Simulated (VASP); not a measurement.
Runs of VASP 6.6.1 on InSb. The structure is that of space group P6_3/mmc (No. 194), or close to it. The cells are those of the table. 

| task | level | cell | cutoff (eV) | gap on the mesh (eV) | pressure (GPa) | relaxed volume (Å³/atom) |
| --- | --- | --- | --- | --- | --- | --- |
| single point | PBE | a = 5.030, b = 5.030, c = 6.206 Å, angles 90.0, 90.0, 120.0°, 4 atoms | 520 | none | 1.3 | - |
| relaxation of cell and atoms | PBE | relaxed from a = 4.821, b = 4.821, c = 6.025 Å, angles 90.0, 90.0, 120.0°, 4 atoms | 600 | none | 0.0 | (a) |
| single point | r2SCAN | a = 5.030, b = 5.030, c = 6.206 Å, angles 90.0, 90.0, 120.0°, 4 atoms | 520 | none | 0.2 | - |
| single point | PBE | a = 5.109, b = 5.109, c = 6.224 Å, angles 90.0, 90.0, 120.0°, 4 atoms | 520 | none | 0.0 | - |
| relaxation of cell and atoms | r2SCAN | relaxed from a = 5.109, b = 5.109, c = 6.224 Å, angles 90.0, 90.0, 120.0°, 4 atoms | 600 | none | 0.0 | 34.04 |

Alike in all rows: potentials or basis VASP PAW PBE potentials, release 64 (In_d, Sb); no spin polarisation; k mesh 6 × 6 × 4; smearing fermi-dirac 0.02 eV.

Problem. Estimate the missing entries.

Solution. (a) 35.13.

Caveats: spin-orbit coupling is left out, which moves the levels of the heavy elements; the PAW data sets were made with another functional, which shifts forces and pressure a little (at least some runs); the volume moved by over 15 % at a fixed basis, so the end points are rough (at least some runs).

A k mesh can miss the band edges, and the runs leave out spin-orbit coupling on In, Sb.

A gap of «none» marks levels without a gap at the run's occupations.
